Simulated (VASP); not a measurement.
Set up this calculation in VASP 6.6.1, as the native input.

```
Task                   : single point
Functional             : PBEsol
Potentials or basis    : VASP PAW PBE potentials, release 64 (Ag)
Cutoff                 : 520 eV
k mesh                 : 13 × 13 × 13
Occupations            : fermi-dirac, width 0.08 eV
Spin                   : no spin polarisation
Dipole correction      : no
Further INCAR settings : ALGO = Normal; EDIFF = 1e-06; NBANDS = 18
```

The structure of Ag lies in POSCAR:

```
Ag
1.0
    0.0000000000      2.6805703855      2.6805703855
    2.6805703855      0.0000000000      2.6805703855
    2.6805703855      2.6805703855      0.0000000000
Ag
2
Direct
   -0.1250000000     -0.1250000000     -0.1250000000
    0.1250000000      0.1250000000      0.1250000000
```

This cell differs from its parent crystal: volume scaled by 0.7.

These files were run (other wordings do the same):

INCAR

```
SYSTEM = Ag
  PREC = Accurate
  ENCUT = 520
  EDIFF = 1E-6
  ISMEAR = -1
  SIGMA = 0.08
  LREAL = .FALSE.
  LASPH = .TRUE.
  NELM = 100
  ALGO = Normal
  ISIF = 2
  LWAVE = .FALSE.
  LCHARG = .FALSE.
  GGA = PS
  NBANDS = 18
```

KPOINTS

```
regular mesh
0
G
  13 13 13
  0 0 0
```

Potentials or basis: VASP PAW PBE potentials, release 64 (Ag).

Launch:

```sh
$ cat potpaw_PBE.64/Ag/POTCAR > POTCAR
$ mpirun -np 1 vasp_std > vasp.out
```

Results of the run:

```yaml
Pressure: 39.4 GPa
Band_gap_on_the_k_mesh: zero (band 11 reaches 7.54 eV, above the bottom of band 12 at 6.47 eV)
```

Caveat: the PAW data sets were made with another functional, which shifts forces and pressure a little.

It took 74 s on 1 thread of Intel Xeon 8259CL, with other jobs on the host, peak memory 0.19 GiB.
